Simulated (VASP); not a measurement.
# Gd (Im-3m) in VASP: a series of runs

The runs below take Gd through single point, with PBE.

Program: VASP 6.6.1. These are calculated values, not measurements. Logs are shortened: lines on timing, memory, paths and dates and some standing lists are left out, and cuts for length are marked.

### 1 The cell of the first run

It takes space group Im-3m (No. 229, cubic). The conventional cell has a = 3.828 Å, b = 3.828 Å, c = 3.828 Å, α = 90.00°, β = 90.00°, γ = 90.00°. Gd (site symmetry m-3m) has 14 Gd at 3.31 to 3.83 Å within 4.4 Å.

This isn't the form of Gd at room conditions, which is hcp.

### 2 Single point, PBE, collinear spin, ferromagnetic start (28.04 Å³/atom)

INCAR

```
  PREC = Accurate
  ENCUT = 520
  EDIFF = 1E-6
  ISMEAR = -1
  SIGMA = 0.08
  LREAL = F
  LASPH = T
  NELM = 150
  ALGO = Normal
  ISIF = 2
  LWAVE = F
  LCHARG = F
  ISPIN = 2
  MAGMOM = 7
  LORBIT = 11
  LMAXMIX = 6
  GGA = PE
  NBANDS = 19
```

KPOINTS

```
Automatic mesh
0
Gamma
  15 15 15
```

POSCAR

```
Gd
1.0
   -1.9137741803      1.9137741803      1.9137741803
    1.9137741803     -1.9137741803      1.9137741803
    1.9137741803      1.9137741803     -1.9137741803
Gd
1
Direct
    0.0000000000      0.0000000000      0.0000000000
```

Potentials or basis: VASP PAW PBE potentials, release 64 (Gd).

Started as:

```console
cat potpaw_PBE.64/Gd/POTCAR > POTCAR
mpirun -np 1 vasp_std > vasp.out
```

OUTCAR:

```text
PREC = Accurate
   ENCUT = 520
   EDIFF = 1E-6
   ISMEAR = -1
   LREAL = F
   LASPH = T
   NELM = 150
   ISIF = 2
   ISPIN = 2
   LORBIT = 11
   GGA = PE

 ion  position               nearest neighbor table
   1  0.000  0.000  0.000-

  LATTYP: Found a body centered cubic cell.
 ALAT       =     3.8275483606

  Lattice vectors:

 A1 = (  -1.9137741803,   1.9137741803,   1.9137741803)
 A2 = (   1.9137741803,  -1.9137741803,   1.9137741803)
 A3 = (   1.9137741803,   1.9137741803,  -1.9137741803)

Analysis of symmetry for initial positions (statically):
=====================================================================
 Subroutine PRICEL returns:
 Original cell was already a primitive cell.

 Routine SETGRP: Setting up the symmetry group for a
 body centered cubic supercell.

 Subroutine GETGRP returns: Found 48 space group operations
 (whereof 48 operations were pure point group operations)
 out of a pool of 48 trial point group operations.

The static configuration has the point symmetry O_h .

Analysis of symmetry for dynamics (positions and initial velocities):
=====================================================================
 Subroutine PRICEL returns:
 Original cell was already a primitive cell.

 Routine SETGRP: Setting up the symmetry group for a
 body centered cubic supercell.

 Subroutine GETGRP returns: Found 48 space group operations
 (whereof 48 operations were pure point group operations)
 out of a pool of 48 trial point group operations.

The dynamic configuration has the point symmetry O_h .

Analysis of structural, dynamic, and magnetic symmetry:
=====================================================================
 Subroutine PRICEL returns:
 Original cell was already a primitive cell.

 Routine SETGRP: Setting up the symmetry group for a
 body centered cubic supercell.

 Subroutine GETGRP returns: Found 48 space group operations
 (whereof 48 operations were pure point group operations)
 out of a pool of 48 trial point group operations.

The overall configuration has the point symmetry O_h .

 Subroutine INISYM returns: Found 48 space group operations
 (whereof 48 operations are pure point group operations),
 and found     1 'primitive' translations

----------------------------------------------------------------------------------------

                                     Primitive cell

  volume of cell :      28.0370

  direct lattice vectors                    reciprocal lattice vectors
    -1.913774180  1.913774180  1.913774180     0.000000000  0.261263845  0.261263845
     1.913774180 -1.913774180  1.913774180     0.261263845  0.000000000  0.261263845
     1.913774180  1.913774180 -1.913774180     0.261263845  0.261263845  0.000000000

  length of vectors
     3.314754114  3.314754114  3.314754114     0.369482872  0.369482872  0.369482872

  position of ions in fractional coordinates (direct lattice)
     0.000000000  0.000000000  0.000000000

  ion indices of the primitive-cell ions
   primitive index   ion index
                 1           1

----------------------------------------------------------------------------------------

 KPOINTS: Automatic mesh

Automatic generation of k-mesh.
 Grid dimensions read from file:
 generate k-points for:   15   15   15

 Generating k-lattice:

  Cartesian coordinates                     Fractional coordinates (reciprocal lattice)
     0.000000000  0.017417590  0.017417590     0.066666667  0.000000000  0.000000000
     0.017417590  0.000000000  0.017417590     0.000000000  0.066666667  0.000000000
     0.017417590  0.017417590  0.000000000     0.000000000  0.000000000  0.066666667

  Length of vectors
     0.024632191  0.024632191  0.024632191

  Shift w.r.t. Gamma in fractional coordinates (k-lattice)
     0.000000000  0.000000000  0.000000000

 Subroutine IBZKPT returns following result:
 ===========================================

 Found    120 irreducible k-points:

 Following reciprocal coordinates:
            Coordinates               Weight
  0.000000  0.000000  0.000000      1.000000
  0.066667  0.000000  0.000000     12.000000
  0.133333  0.000000  0.000000     12.000000
  0.200000  0.000000  0.000000     12.000000
  0.266667  0.000000  0.000000     12.000000
  0.333333  0.000000  0.000000     12.000000
[... 16 lines left out ...]
  0.333333  0.200000  0.000000     48.000000
  0.400000  0.200000  0.000000     24.000000
 [... further k-points ...]
   k-points           NKPTS =    120   k-points in BZ     NKDIM =    120   number of bands    NBANDS=     19
   number of dos      NEDOS =    301   number of ions     NIONS =      1
   total plane-waves  NPLWV =  21952
   dimension x,y,z NGX =    28 NGY =   28 NGZ =   28
   dimension x,y,z NGXF=    56 NGYF=   56 NGZF=   56
   ions per type =               1
   NGX,Y,Z   is equivalent  to a cutoff of  14.04, 14.04, 14.04 a.u.
   NGXF,Y,Z  is equivalent  to a cutoff of  28.09, 28.09, 28.09 a.u.
 SYSTEM =  unknown system
   PREC   = accura    normal or accurate (medium, high low for compatibility)
   ISTART =      0    job   : 0-new  1-cont  2-samecut
   ICHARG =      2    charge: 1-file 2-atom 10-const
   ISPIN  =      2    spin polarized calculation?
   LNONCOLLINEAR =      F non collinear calculations
   LSORBIT =      F    spin-orbit coupling
   LASPH  =      T    aspherical Exc in radial PAW
   ENCUT  =  520.0 eV  38.22 Ry    6.18 a.u.   6.16  6.16  6.16*2*pi/ulx,y,z
   NELM   =    150;   NELMIN=  2; NELMDL= -5     # of ELM steps
   EDIFF  = 0.1E-05   stopping-criterion for ELM
   LREAL  =      F    real-space projection
   EDIFFG = 0.1E-04   stopping-criterion for IOM
   NSW    =      0    number of steps for IOM
   IBRION =     -1    ionic relax: 0-MD 1-quasi-New 2-CG
   NFREE  =      0    steps in history (QN), initial steepest desc. (CG)
   ISIF   =      2    stress and relaxation
   ISYM   =      2    0-nonsym 1-usesym 2-fastsym
   POTIM  = 0.5000    time-step for ionic-motion
   TEBEG  =    0.0;   TEEND  =   0.0 temperature during run
   PSTRESS=    0.0 pullay stress
   NELECT =      18.0000    total number of electrons
   NUPDOWN=      -1.0000    fix difference up-down
   EMIN   =  10.00;   EMAX   =-10.00  energy-range for DOS
   EFERMI =   0.00;   METHOD = LEGACY
   ISMEAR =    -1;   SIGMA  =   0.08  broadening in eV -4-tet -1-fermi 0-gaus
   EFERMI_NEDOS =   21; number of points for ismear=-14 and -15
   IALGO  =     38    algorithm
   IMIX   =      4    mixing-type and parameters
     AMIX     =   0.40;   BMIX     =  1.00
     AMIX_MAG =   1.60;   BMIX_MAG =  1.00
  volume/ion in A,a.u.               =      28.04       189.20
  Fermi-wavevector in a.u.,A,eV,Ry     =   1.412283  2.668827 27.137398  1.994542
  Thomas-Fermi vector in A             =   2.534047
   LORBIT       =     11    0 simple, 1 ext, 2 COOP (PROOUT), +10 PAW based schemes
   GGA     = PE    functional components
   LHFCALC =     F    Hartree Fock is set to
   AEXX    =    0.0000 exact exchange contribution
   IVDW    =     0    specifies the selected vdW correction
   LEPSILON=     F    determine dielectric tensor
   LRPA    =     F    only Hartree local field effects (RPA)
 spin polarized calculation
  energy-cutoff  :      520.00
  volume of cell :       28.04
 maximum number of plane-waves:       767
 NGX is ok and might be reduce to    28
   NGX = 13   NGY = 13   NGZ = 13

 number of electron      18.0000003 magnetization       7.5745063

 Free energy of the ion-electron system (eV)
  ---------------------------------------------------
  ext. energy  EPLUGINS =         0.00000000
  ---------------------------------------------------
  free energy    TOTEN  =       -11.52444415 eV

  energy without entropy =      -11.49242861  energy(sigma->0) =      -11.50843638

 E-fermi :   3.8172     XC(G=0): -10.7336

 val. band max:        3.8132522159   @ k =  -0.2667   0.2667   0.2000
 cond. band min:       3.8174995760   @ k =  -0.4000   0.4667   0.1333
 fundamental gap:      0.0042473601
 Fermi energy:         3.8172419365

 spin component 1

 k-point     1 :       0.0000    0.0000    0.0000
  band No.  band energies     occupation
      1     -41.2434      1.00000
      2     -18.0576      1.00000
      3     -18.0576      1.00000
      4     -18.0576      1.00000
      5      -1.4602      1.00000
      6      -0.8840      1.00000
[... 11 lines left out ...]
     18      15.0361      0.00000
     19      15.0361      0.00000

 k-point     2 :       0.0667    0.0000    0.0000
  band No.  band energies     occupation
      1     -41.2376      1.00000
      2     -18.1136      1.00000
      3     -18.0742      1.00000
      4     -18.0581      1.00000
      5      -1.3039      1.00000
      6      -0.8815      1.00000
[... 11 lines left out ...]
     18      15.1893      0.00000
     19      15.3042      0.00000

 k-point     3 :       0.1333    0.0000    0.0000
  band No.  band energies     occupation
      1     -41.2210      1.00000
      2     -18.2691      1.00000
      3     -18.1209      1.00000
      4     -18.0594      1.00000
      5      -0.8754      1.00000
      6      -0.8751      1.00000
[... 11 lines left out ...]
     18      15.5621      0.00000
     19      16.0679      0.00000

 k-point     4 :       0.2000    0.0000    0.0000
  band No.  band energies     occupation
      1     -41.1966      1.00000
      2     -18.4900      1.00000
      3     -18.1888      1.00000
      4     -18.0615      1.00000
      5      -0.8675      1.00000
      6      -0.8493      1.00000
[... 407 lines left out ...]
     18      14.0025      0.00000
     19      15.9707      0.00000

 k-point    23 :       0.3333    0.2000    0.0000
  band No.  band energies     occupation
      1     -41.1008      1.00000
      2     -19.0690      1.00000
      3     -18.5701      1.00000
      4     -18.1770      1.00000
      5      -0.8427      1.00000
      6      -0.8337      1.00000
[... 11 lines left out ...]
     18      13.0774      0.00000
     19      15.1105      0.00000

 k-point    24 :       0.4000    0.2000    0.0000
  band No.  band energies     occupation
      1     -41.0960      1.00000
      2     -19.0874      1.00000
      3     -18.6016      1.00000
      4     -18.1794      1.00000
      5      -0.8448      1.00000
      6      -0.8345      1.00000
[... 11 lines left out ...]
     18      12.5436      0.00000
     19      14.7584      0.00000

 [... further k-points ...]

 spin component 2

 k-point     1 :       0.0000    0.0000    0.0000
  band No.  band energies     occupation
      1     -38.0141      1.00000
      2     -15.6315      1.00000
      3     -15.6315      1.00000
      4     -15.6315      1.00000
      5      -0.5181      1.00000
      6       4.3619      0.00110
[... 11 lines left out ...]
     18      16.0714      0.00000
     19      16.0714      0.00000

 k-point     2 :       0.0667    0.0000    0.0000
  band No.  band energies     occupation
      1     -38.0069      1.00000
      2     -15.6992      1.00000
      3     -15.6507      1.00000
      4     -15.6323      1.00000
      5      -0.3521      1.00000
      6       4.3466      0.00134
[... 11 lines left out ...]
     18      16.2269      0.00000
     19      16.3376      0.00000

 k-point     3 :       0.1333    0.0000    0.0000
  band No.  band energies     occupation
      1     -37.9866      1.00000
      2     -15.8861      1.00000
      3     -15.7048      1.00000
      4     -15.6348      1.00000
      5       0.1135      1.00000
      6       4.3012      0.00235
[... 11 lines left out ...]
     18      16.6166      0.00000
     19      17.0968      0.00000

 k-point     4 :       0.2000    0.0000    0.0000
  band No.  band energies     occupation
      1     -37.9567      1.00000
      2     -16.1495      1.00000
      3     -15.7831      1.00000
      4     -15.6384      1.00000
      5       0.7778      1.00000
      6       4.2392      0.00509
[... 407 lines left out ...]
     18      15.3588      0.00000
     19      17.2225      0.00000

 k-point    23 :       0.3333    0.2000    0.0000
  band No.  band energies     occupation
      1     -37.8386      1.00000
      2     -16.8273      1.00000
      3     -16.2350      1.00000
      4     -15.7756      1.00000
      5       2.9114      0.99999
      6       4.1313      0.01933
[... 11 lines left out ...]
     18      14.6295      0.00000
     19      16.2549      0.00000

 k-point    24 :       0.4000    0.2000    0.0000
  band No.  band energies     occupation
      1     -37.8326      1.00000
      2     -16.8489      1.00000
      3     -16.2716      1.00000
      4     -15.7787      1.00000
      5       2.9076      0.99999
      6       4.1697      0.01206
[... 11 lines left out ...]
     18      14.1034      0.00000
     19      15.8909      0.00000

 [... further k-points ...]

------------------------ aborting loop because EDIFF is reached ----------------------------------------

  FORCE on cell =-STRESS in cart. coord.  units (eV):
  Direction    XX          YY          ZZ          XY          YZ          ZX
  --------------------------------------------------------------------------------------
  -------------------------------------------------------------------------------------
  Total        1.3171908      1.3171908      1.3171908      0.0000000      0.0000000      0.0000000
  in kB       75.2709141     75.2709141     75.2709141      0.0000000      0.0000000      0.0000000
  external PRESSURE =      75.2709141 kB  Pullay stress =       0.0000000 kB

 VOLUME and BASIS-vectors are now :
 -----------------------------------------------------------------------------
  energy-cutoff  :      520.00
  volume of cell :       28.04
      direct lattice vectors                 reciprocal lattice vectors
    -1.913774180  1.913774180  1.913774180     0.000000000  0.261263845  0.261263845
     1.913774180 -1.913774180  1.913774180     0.261263845  0.000000000  0.261263845
     1.913774180  1.913774180 -1.913774180     0.261263845  0.261263845  0.000000000

 POSITION                                       TOTAL-FORCE (eV/Angst)
 -----------------------------------------------------------------------------------
      0.00000      0.00000      0.00000         0.000000      0.000000      0.000000
 -----------------------------------------------------------------------------------
    total drift:                                0.000000      0.000000      0.000000

  FREE ENERGIE OF THE ION-ELECTRON SYSTEM (eV)
  ---------------------------------------------------
  free  energy   TOTEN  =       -11.5244441535 eV

  energy  without entropy=      -11.4924286076  energy(sigma->0) =      -11.50843638

 total charge

# of ion       s       p       d       f       tot
--------------------------------------------------
    1        2.082   5.550   0.688   6.972  15.292

 magnetization (x)

# of ion       s       p       d       f       tot
--------------------------------------------------
    1        0.004  -0.056   0.250   6.812   7.010
```

Wall time 9.9 min (1 thread of Oxide Virtual Turin-like, shared host); peak memory 0.22 GiB.

Results:

```yaml
Free_energy: -11.5244 eV
Pressure: 7.5 GPa
Net_moment: 7.57 μB per cell
Site_moments: Gd +7.01 μB
Valence_electrons_inside_the_program's_atomic_spheres: Gd 15.29
```

Caveat: the cell stands under pressure; spin-orbit coupling is left out, which moves the levels of the heavy elements; semilocal functionals describe open f shells poorly, which spoils levels, moments and volumes. The state reached can hang on the start; a lower one may exist.

### 3 Single point, PBE, collinear spin, ferromagnetic start (28.04 Å³/atom)

INCAR

```
SYSTEM = Gd
  ALGO = Normal
  EDIFF = 1E-6
  ENCUT = 520
  GGA = PE
  ISIF = 2
  ISMEAR = -1
  ISPIN = 2
  LASPH = .True.
  LCHARG = .True.
  LELF = .True.
  LMAXMIX = 6
  LORBIT = 11
  LREAL = .False.
  LVHAR = .True.
  LWAVE = .False.
  MAGMOM = 7
  NBANDS = 19
  NELM = 150
  PREC = Accurate
  SIGMA = 0.08
```

KPOINTS

```
k-points
0
Gamma
  15 15 15
  0 0 0
```

POSCAR is that of step 2.

Potentials or basis: VASP PAW PBE potentials, release 64 (Gd).

Started as:

```console
cat potpaw_PBE.64/Gd/POTCAR > POTCAR
mpirun -np 1 vasp_std > vasp.out
```

It took 7.5 min on 1 thread of Oxide Virtual Turin-like, shared host; peak memory 0.22 GiB.

The run converged. Its results:

* Free energy: -11.5244 eV
* Pressure: 7.5 GPa
* Net moment: 7.57 μB per cell
* Site moments: Gd +7.01 μB
* Valence electrons inside the program's atomic spheres: Gd 15.29

Levels at points of the mesh, in eV from the Fermi level:
Spin up:
| k point | band 9 | band 10 | band 11 | band 12 | band 13 | band 14 | band 15 | band 16 | band 17 | band 18 |
| --- | --- | --- | --- | --- | --- | --- | --- | --- | --- | --- |
| (0.00, 0.00, 0.00) | -4.50 | -4.50 | -4.50 | -4.46 | 1.41 | 1.41 | 1.41 | 4.06 | 4.06 | 11.22 |
Spin down:
```
           k point  band 3  band 4  band 5  band 6  band 7  band 8
(0.00, 0.00, 0.00)  -19.45  -19.45   -4.34    0.54    0.54    0.54
```

Caveat: the cell stands under pressure; spin-orbit coupling is left out, which moves the levels of the heavy elements; semilocal functionals describe open f shells poorly, which spoils levels, moments and volumes. The state reached can hang on the start; a lower one may exist.

[end of part 1 of 2]
